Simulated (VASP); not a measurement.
Set up this calculation in VASP 6.6.1, as the native input.

* Task: single point
* Functional: PBEsol
* Potentials or basis: VASP PAW PBE potentials, release 64 (Ti_sv)
* Cutoff: 520 eV
* k mesh: 20 × 20 × 20
* Occupations: gaussian, width 0.15 eV
* Spin: no spin polarisation
* Dipole correction: no
* Further INCAR settings: ALGO = Normal; EDIFF = 1e-06; NBANDS = 12

The structure of Ti lies in POSCAR:

```
Ti
1.0
    0.0000000000      2.0300000000      1.8676000000
    2.0300000000      0.0000000000      1.8676000000
    2.0300000000      2.0300000000      0.0000000000
Ti
1
Direct
    0.0000000000      0.0000000000      0.0000000000
```

This cell differs from its parent crystal: strain +0.000 along x and y, -0.080 along z.

These files were run (other wordings do the same):

INCAR

```
  PREC = Accurate
  ENCUT = 520
  EDIFF = 1E-6
  ISMEAR = 0
  SIGMA = 0.15
  LREAL = False
  LASPH = True
  NELM = 60
  ALGO = Normal
  ISIF = 2
  LWAVE = False
  LCHARG = True
  GGA = PS
  LELF = True
  LVHAR = True
  NBANDS = 12
```

KPOINTS

```
Automatic mesh
0
Gamma
  20 20 20
```

Potentials or basis: VASP PAW PBE potentials, release 64 (Ti_sv).

The run is started by

```sh
$ cat potpaw_PBE.64/Ti_sv/POTCAR > POTCAR
$ mpirun -np 1 vasp_std > vasp.out
```

Results of the run:

* Pressure: 10.1 GPa
* Band gap on the k mesh: zero (band 6 reaches 10.39 eV, above the bottom of band 7 at 8.85 eV)

Caveat: the cell differs from its parent crystal (strain +0.000 along x and y, -0.080 along z); the PAW data sets were made with another functional, which shifts forces and pressure a little.

Run time: 44 s on 1 thread of Intel(R) Xeon(R) 6975P-C (Granite Rapids), on a shared host, peak memory 0.23 GiB.
